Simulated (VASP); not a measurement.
# PbO2 (Fm-3m) in VASP: single point with r2SCAN

Aim: the single point of PbO2 with r2SCAN.

Program: VASP 6.6.1. These are calculated values, not measurements. Logs are shortened: lines on timing, memory, paths and dates and some standing lists are left out, and cuts for length are marked.

## Step 1: The cell of the first run

The structure is cubic, space group Fm-3m (No. 225). The conventional cell has a = 5.140 Å, b = 5.140 Å, c = 5.140 Å, α = 90.00°, β = 90.00°, γ = 90.00°. Within 2.9 Å of Pb (site symmetry m-3m) lie 8 O at 2.23 Å. Within 2.9 Å of O (site symmetry -43m) lie 4 Pb at 2.23 Å and 6 O at 2.57 Å.

## Step 2: Single point, r2SCAN

Contents of POSCAR:

```
PbO2
1.0
    0.0000000000      2.5700000000      2.5700000000
    2.5700000000      0.0000000000      2.5700000000
    2.5700000000      2.5700000000      0.0000000000
Pb O
1 2
Direct
    0.0000000000      0.0000000000      0.0000000000
    0.2500000000      0.2500000000      0.2500000000
    0.7500000000      0.7500000000      0.7500000000
```

Contents of INCAR.step1:

```
SYSTEM = PbO2
ALGO = Normal ; EDIFF = 1E-5
ENCUT = 1480 ; GGA = PE
GGA_COMPAT = .FALSE. ; ISMEAR = 0
LASPH = .TRUE. ; LCHARG = .FALSE.
LREAL = .FALSE. ; LWAVE = .TRUE.
NBANDS = 20 ; NELM = 120
PREC = Accurate ; SIGMA = 0.1
```

Contents of INCAR.step2:

```
SYSTEM = PbO2
ALGO = Normal ; EDIFF = 1E-6
ENCUT = 1480 ; GGA_COMPAT = .FALSE.
ISIF = 2 ; ISMEAR = 0
ISTART = 1 ; LASPH = .TRUE.
LCHARG = .FALSE. ; LMIXTAU = .TRUE.
LREAL = .FALSE. ; LWAVE = .FALSE.
METAGGA = R2SCAN ; NBANDS = 20
NELM = 120 ; PREC = Accurate
SIGMA = 0.1
```

Contents of KPOINTS:

```
k-points
0
G
  6 6 6
  0 0 0
```

Potentials or basis: VASP PAW PBE potentials, release 64 (Pb_d, O_h).

The run is started by

```bash
> cat potpaw_PBE.64/Pb_d/POTCAR potpaw_PBE.64/O_h/POTCAR > POTCAR
> cp INCAR.step1 INCAR
> mpirun -np 1 vasp_std > vasp.out
> cp INCAR.step2 INCAR
> mpirun -np 1 vasp_std > vasp.out
```

OUTCAR:

```text
SYSTEM = PbO2
   EDIFF = 1E-6
   ENCUT = 1480
   ISIF = 2
   ISMEAR = 0
   ISTART = 1
   LASPH = .TRUE.
   LREAL = .FALSE.
   METAGGA = R2SCAN
   NELM = 120
   PREC = Accurate

 ion  position               nearest neighbor table
   1  0.000  0.000  0.000-   3 2.23   3 2.23   3 2.23   2 2.23   3 2.23   2 2.23   2 2.23   2 2.23

   2  0.250  0.250  0.250-   1 2.23   1 2.23   1 2.23   1 2.23
   3  0.750  0.750  0.750-   1 2.23   1 2.23   1 2.23   1 2.23

  LATTYP: Found a face centered cubic cell.
 ALAT       =     5.1400000000

  Lattice vectors:

 A1 = (   0.0000000000,   2.5700000000,   2.5700000000)
 A2 = (   2.5700000000,   0.0000000000,   2.5700000000)
 A3 = (   2.5700000000,   2.5700000000,   0.0000000000)

Analysis of symmetry for initial positions (statically):
=====================================================================
 Subroutine PRICEL returns:
 Original cell was already a primitive cell.

 Routine SETGRP: Setting up the symmetry group for a
 face centered cubic supercell.

 Subroutine GETGRP returns: Found 48 space group operations
 (whereof 48 operations were pure point group operations)
 out of a pool of 48 trial point group operations.

The static configuration has the point symmetry O_h .

Analysis of symmetry for dynamics (positions and initial velocities):
=====================================================================
 Subroutine PRICEL returns:
 Original cell was already a primitive cell.

 Routine SETGRP: Setting up the symmetry group for a
 face centered cubic supercell.

 Subroutine GETGRP returns: Found 48 space group operations
 (whereof 48 operations were pure point group operations)
 out of a pool of 48 trial point group operations.

The dynamic configuration has the point symmetry O_h .

 Subroutine INISYM returns: Found 48 space group operations
 (whereof 48 operations are pure point group operations),
 and found     1 'primitive' translations

----------------------------------------------------------------------------------------

                                     Primitive cell

  volume of cell :      33.9492

  direct lattice vectors                    reciprocal lattice vectors
[... 67 lines left out ...]
   ions per type =               1   2
   NGX,Y,Z   is equivalent  to a cutoff of  21.96, 21.96, 21.96 a.u.
   NGXF,Y,Z  is equivalent  to a cutoff of  43.91, 43.91, 43.91 a.u.
 SYSTEM =  PbO2
   PREC   = accura    normal or accurate (medium, high low for compatibility)
   ISTART =      1    job   : 0-new  1-cont  2-samecut
   ICHARG =      0    charge: 1-file 2-atom 10-const
   ISPIN  =      1    spin polarized calculation?
   LNONCOLLINEAR =      F non collinear calculations
   LSORBIT =      F    spin-orbit coupling
   LASPH  =      T    aspherical Exc in radial PAW
   ENCUT  = 1480.0 eV 108.78 Ry   10.43 a.u.  11.40 11.40 11.40*2*pi/ulx,y,z
   NELM   =    120;   NELMIN=  2; NELMDL=  0     # of ELM steps
   EDIFF  = 0.1E-05   stopping-criterion for ELM
   LREAL  =      F    real-space projection
[... 7 lines left out ...]
   TEBEG  =    0.0;   TEEND  =   0.0 temperature during run
   PSTRESS=    0.0 pullay stress
   NELECT =      26.0000    total number of electrons
   NUPDOWN=      -1.0000    fix difference up-down
   EMIN   =  10.00;   EMAX   =-10.00  energy-range for DOS
   EFERMI =   0.00;   METHOD = LEGACY
   ISMEAR =     0;   SIGMA  =   0.10  broadening in eV -4-tet -1-fermi 0-gaus
   EFERMI_NEDOS =   21; number of points for ismear=-14 and -15
   IALGO  =     38    algorithm
   IMIX   =      4    mixing-type and parameters
     AMIX     =   0.40;   BMIX     =  1.00
     AMIX_MAG =   1.60;   BMIX_MAG =  1.00
  volume/ion in A,a.u.               =      11.32        76.37
  Fermi-wavevector in a.u.,A,eV,Ry     =   1.497808  2.830447 30.523704  2.243429
  Thomas-Fermi vector in A             =   2.609648
   LORBIT       =      0    0 simple, 1 ext, 2 COOP (PROOUT), +10 PAW based schemes
   METAGGA = R2SCAN    functional components
   LHFCALC =     F    Hartree Fock is set to
   AEXX    =    0.0000 exact exchange contribution
   IVDW    =     0    specifies the selected vdW correction
   LEPSILON=     F    determine dielectric tensor
   LRPA    =     F    only Hartree local field effects (RPA)
 non-spin polarized calculation
 Gauss-broadening in eV      SIGMA  =   0.10
  energy-cutoff  :     1480.00
  volume of cell :       33.95
 maximum number of plane-waves:      4412
 NGX is ok and might be reduce to    48
   NGX = 23   NGY = 23   NGZ = 23

 number of electron      26.0000001 magnetization

 Free energy of the ion-electron system (eV)
  ---------------------------------------------------
  ext. energy  EPLUGINS =         0.00000000
  ---------------------------------------------------
  free energy    TOTEN  =       -70.55177672 eV

  energy without entropy =      -70.55057126  energy(sigma->0) =      -70.55117399

 E-fermi :   7.9030     XC(G=0): -12.8088

 val. band max:        7.8051957078   @ k =  -0.3333   0.5000   0.1667
 cond. band min:       9.1352892227   @ k =   0.1667   0.0000   0.0000
 fundamental gap:      1.3300935148
 Fermi energy:         7.9030089975

 k-point     1 :       0.0000    0.0000    0.0000
  band No.  band energies     occupation
      1     -12.9898      2.00000
      2      -9.2384      2.00000
      3      -8.6279      2.00000
      4      -8.6279      2.00000
      5      -8.6279      2.00000
      6      -8.1545      2.00000
[... 357 lines left out ...]
     19      26.2181      0.00000
     20      26.2988      0.00000

------------------------ aborting loop because EDIFF is reached ----------------------------------------

  FORCE on cell =-STRESS in cart. coord.  units (eV):
  Direction    XX          YY          ZZ          XY          YZ          ZX
  --------------------------------------------------------------------------------------
  -------------------------------------------------------------------------------------
  Total        4.8567213      4.8567213      4.8567213      0.0000000      0.0000000      0.0000000
  in kB      229.2051658    229.2051658    229.2051658      0.0000000      0.0000000      0.0000000
  external PRESSURE =     229.2051658 kB  Pullay stress =       0.0000000 kB

 VOLUME and BASIS-vectors are now :
 -----------------------------------------------------------------------------
  energy-cutoff  :     1480.00
  volume of cell :       33.95
      direct lattice vectors                 reciprocal lattice vectors
     0.000000000  2.570000000  2.570000000    -0.194552529  0.194552529  0.194552529
     2.570000000  0.000000000  2.570000000     0.194552529 -0.194552529  0.194552529
     2.570000000  2.570000000  0.000000000     0.194552529  0.194552529 -0.194552529

 POSITION                                       TOTAL-FORCE (eV/Angst)
 -----------------------------------------------------------------------------------
      0.00000      0.00000      0.00000         0.000000      0.000000      0.000000
      1.28500      1.28500      1.28500        -0.000000     -0.000000      0.000000
      3.85500      3.85500      3.85500        -0.000000     -0.000000     -0.000000
 -----------------------------------------------------------------------------------
    total drift:                               -0.000000     -0.000000      0.000000

  FREE ENERGIE OF THE ION-ELECTRON SYSTEM (eV)
  ---------------------------------------------------
  free  energy   TOTEN  =       -70.5517767203 eV

  energy  without entropy=      -70.5505712585  energy(sigma->0) =      -70.55117399
```

OUTCAR.step1:

```text
SYSTEM = PbO2
   EDIFF = 1E-5
   ENCUT = 1480
   GGA = PE
   ISMEAR = 0
   LASPH = .TRUE.
   LREAL = .FALSE.
   NELM = 120
[... 581 lines left out ...]
      0.00000      0.00000      0.00000         0.000000     -0.000000     -0.000000
      1.28500      1.28500      1.28500         0.000000     -0.000000     -0.000000
      3.85500      3.85500      3.85500        -0.000000      0.000000      0.000000
 -----------------------------------------------------------------------------------
    total drift:                               -0.000000     -0.000000      0.000000

  FREE ENERGIE OF THE ION-ELECTRON SYSTEM (eV)
  ---------------------------------------------------
  free  energy   TOTEN  =       -15.1728836919 eV

  energy  without entropy=      -15.1716778335  energy(sigma->0) =      -15.17228076
```

OSZICAR.step1:

```text
N       E                     dE             d eps       ncg     rms          rms(c)
DAV:   1     0.425698723391E+03    0.42570E+03   -0.25086E+04   640   0.354E+03
DAV:   2     0.481777094993E+02   -0.37752E+03   -0.35849E+03   692   0.717E+02
DAV:   3    -0.145735516549E+02   -0.62751E+02   -0.59849E+02   792   0.211E+02
DAV:   4    -0.181520352804E+02   -0.35785E+01   -0.35446E+01   780   0.496E+01
DAV:   5    -0.182289772332E+02   -0.76942E-01   -0.76908E-01   796   0.759E+00    0.104E+01
DAV:   6    -0.151643323646E+02    0.30646E+01   -0.10532E+01   968   0.472E+01    0.280E+00
DAV:   7    -0.151862197788E+02   -0.21887E-01   -0.59452E-01   688   0.702E+00    0.180E+00
DAV:   8    -0.151788589270E+02    0.73609E-02   -0.11236E-01   768   0.450E+00    0.678E-01
DAV:   9    -0.151721519387E+02    0.67070E-02   -0.19660E-02   968   0.237E+00    0.106E-01
DAV:  10    -0.151729028116E+02   -0.75087E-03   -0.34642E-03   696   0.454E-01    0.689E-02
DAV:  11    -0.151728843996E+02    0.18412E-04   -0.15963E-04   780   0.146E-01    0.211E-02
DAV:  12    -0.151728836919E+02    0.70762E-06   -0.38440E-05   716   0.531E-02
   1 F= -.15172884E+02 E0= -.15172281E+02  d E =-.120586E-02
```

Run time: 93 s. Hardware: 1 thread of Intel Xeon 6975P-C (Granite Rapids), shared host; peak memory 0.39 GiB.

What came out:

- Free energy: -70.5518 eV
- Pressure: 22.9 GPa
- Band gap on the k mesh: zero (bands 13 and 14 overlap by 1.15 eV)

Caveat: the cell stands under pressure; the PAW data sets were made with another functional, which shifts forces and pressure a little; spin-orbit coupling is left out, which moves the levels of the heavy elements.

The gap in the log of VASP goes by the Fermi energy; the results here count the filled bands.